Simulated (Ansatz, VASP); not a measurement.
Ni in VASP and in Ansatz

Contents of INCAR:

```
PREC = Accurate
ENCUT = 520
EDIFF = 1E-7
ISMEAR = 1
SIGMA = 0.01
LREAL = False
LASPH = True
NELM = 150
ALGO = Normal
ISIF = 2
LWAVE = False
LCHARG = False
ISPIN = 2
MAGMOM = 1.5 1.5
LORBIT = 11
LMAXMIX = 4
NBANDS = 21
```

The input KPOINTS:

```
Automatic mesh
0
Gamma
  13 13 7
```

The input POSCAR:

```
Ni
1.0
    2.4149345929      0.0000000000      0.0000000000
   -1.2074672964      2.0913971633      0.0000000000
    0.0000000000      0.0000000000      4.0177652794
Ni
2
Direct
    0.3333333333      0.6666666667      0.2500000000
    0.6666666667      0.3333333333      0.7500000000
```

Input for Ansatz:

```yaml
crystal:
  lattice:
    - [2.414934592880991, 0.0, 0.0]
    - [-1.2074672964404956, 2.091397163273725, 0.0]
    - [0.0, 0.0, 4.017765279381552]
  atoms:
    - { symbol: Ni, position: [0.3333333333333333, 0.6666666666666666, 0.25], spin: 1.5 }
    - { symbol: Ni, position: [0.6666666666666666, 0.3333333333333333, 0.75], spin: 1.5 }
accuracy: medium
basis:
  ecutwfc: 500.0
kpoints:
  mp_grid:
    grid: [13, 13, 7]
hamiltonian:
  xc: lda
  pseudopotentials:
    kind: paw
magnetization:
  spin_polarized: true
scf:
  convergence:
    dr2_threshold: 1.0e-09
  mixing:
    algorithm: broyden
    preconditioner: none
  occupations:
    method: methfessel_paxton
    width: 0.01
```

Alike in both runs: task single point; functional LDA; k mesh 13 × 13 × 7; occupations methfessel-paxton of order 1, width 0.01 eV; collinear spin.

|  | VASP | Ansatz |
| --- | --- | --- |
| version | VASP 6.6.1 | Ansatz 0.2.0 |
| potentials or method | VASP PAW LDA potentials, release 64 (Ni), cutoff 520 eV | plane waves, PAW |
| valence electrons in the cell | 20 | 36 |

|  | VASP | Ansatz | Ansatz less VASP |
| --- | --- | --- | --- |
| net moment per atom (μB) | 0.60 | 0.63 | +0.030 |
| size of the moment on the site where the two differ most (μB) | 0.60 | 0.65 | +0.056 |

LDA's correlation is that of Perdew and Zunger in VASP and of Perdew and Wang (1992) in Ansatz. Site moments also hang on the region over which each program counts them. VASP's potentials hold 20 valence electrons a cell and Ansatz's 36, so a difference there can come from the potentials and not from the codes. Ansatz's warnings: stability check not made, structure snapped to symmetry.
